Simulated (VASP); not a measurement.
A run of VASP 6.6.1:

File INCAR:

```
ALGO = Normal ; EDIFF = 1E-7
ENCUT = 520 ; GGA = PE
ISIF = 2 ; ISMEAR = 0
ISPIN = 2 ; LASPH = T
LCHARG = F ; LMAXMIX = 6
LORBIT = 11 ; LREAL = F
LWAVE = F ; MAGMOM = 7.53 0 0 0 0 0
NBANDS = 32 ; NELM = 150
PREC = Accurate ; SIGMA = 0.1
```

The input KPOINTS:

```
k-points
0
Gamma
  6 6 6
```

POSCAR

```
GdAl2N3
1.0
    5.3128795822      0.0000000000      0.0000000000
   -2.6564397911      4.6010886854      0.0000000000
    0.0000000000      0.0000000000      2.7022450944
Gd Al N
1 2 3
Direct
    0.0000000000      0.0000000000      0.0000000000
    0.6666666667      0.3333333333      0.0000000000
    0.3333333333      0.6666666667      0.0000000000
    0.5000000000      0.5000000000      0.5000000000
    0.5000000000      0.0000000000      0.5000000000
    0.0000000000      0.5000000000      0.5000000000
```

Potentials or basis: VASP PAW PBE potentials, release 64 (Gd, Al, N).

Run with:

```console
$ cat potpaw_PBE.64/Gd/POTCAR potpaw_PBE.64/Al/POTCAR potpaw_PBE.64/N/POTCAR > POTCAR
$ mpirun -np 1 vasp_std > vasp.out
```

Hardware: 1 thread of Intel(R) Xeon(R) Platinum 8259CL CPU @ 2.50GHz (Skylake/Cascade Lake), on a shared host.

Problem. Estimate the wall time of this run.

Solution. Wall time 9.8 min on 1 thread of Intel(R) Xeon(R) Platinum 8259CL CPU @ 2.50GHz (Skylake/Cascade Lake) (shared host), peak memory 0.28 GiB. Counts: scf iterations 59, k points 28.
